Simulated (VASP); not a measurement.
## BaTe: relaxation of cell and atoms with PBE

The system is BaTe.

```xyz
2
Lattice="4.7856 0.0000 0.0000 -2.3928 4.1444 0.0000 0.0000 0.0000 4.4092" Properties=species:S:1:pos:R:3 pbc="T T T"
Ba    0.0000    2.7629    2.2046
Te    0.0000    0.0000    0.0000
```

```
Program                : VASP 6.6.1
Task                   : relaxation of cell and atoms
Functional             : PBE
Potentials or basis    : VASP PAW PBE potentials, release 64 (Ba_sv, Te)
Cutoff                 : 600 eV
k mesh                 : 9 × 9 × 6
Occupations            : gaussian, width 0.02 eV
Spin                   : no spin polarisation
Dipole correction      : no
Further INCAR settings : ALGO = Normal; EDIFF = 1e-07; IBRION = 2; EDIFFG = -0.01; NSW = 100; ISIF = 3
```

```json
{
  "Relaxed volume": "44.66 Å³/atom",
  "Relaxed cell": "a = 4.827 Å, b = 4.827 Å, c = 4.426 Å, α = 90.00°, β = 90.00°, γ = 120.00°",
  "Space group after relaxing (to 0.05 Å)": "P-6m2 (No. 187)",
  "Energy gained by relaxing": "1.7 meV/atom",
  "Ionic steps": "5",
  "Pressure after relaxing": "0.0 GPa",
  "Band gap on the k mesh": "1.49 eV, direct"
}
```

Step by step:
| step | energy change (eV) | largest force (eV/Å) | pressure (GPa) | volume (Å³) |
| --- | --- | --- | --- | --- |
| 1 | 0.0000 | 0.0000 | 0.58 | 87.45 |
| 2 | -0.0032 | 0.0000 | -0.07 | 89.48 |
| 3 | -0.0033 | 0.0000 | 0.00 | 89.28 |
| 4 | -0.0034 | 0.0000 | 0.00 | 89.31 |
| 5 | -0.0034 | 0.0000 | 0.00 | 89.33 |

Final structure:
```
Ba Te
1.0
     4.82737    0.00000    0.00000
    -2.41369    4.18063    0.00000
     0.00000    0.00000    4.42615
Ba Te
1 1
Direct
  0.33333 0.66667 0.50000
  0.00000 0.00000 0.00000
```

Levels at points of the mesh, in eV from the valence-band top:
```tsv
k point	band 6	band 7	band 8	band 9	band 10	band 11
(0.00, 0.00, 0.00)	-0.71	-0.71	0.00	1.49	2.37	4.50
(0.00, 0.00, 0.50)	-2.58	-0.48	-0.48	2.94	2.94	3.78
```

It took 2.5 min on 1 thread of Intel(R) Xeon(R) Platinum 8488C (Sapphire Rapids), with other jobs on the host, peak memory 0.29 GiB.

Caveat: spin-orbit coupling is left out, which moves the levels of the heavy elements. PBE gaps usually lie below the measured ones, often by a third to a half.
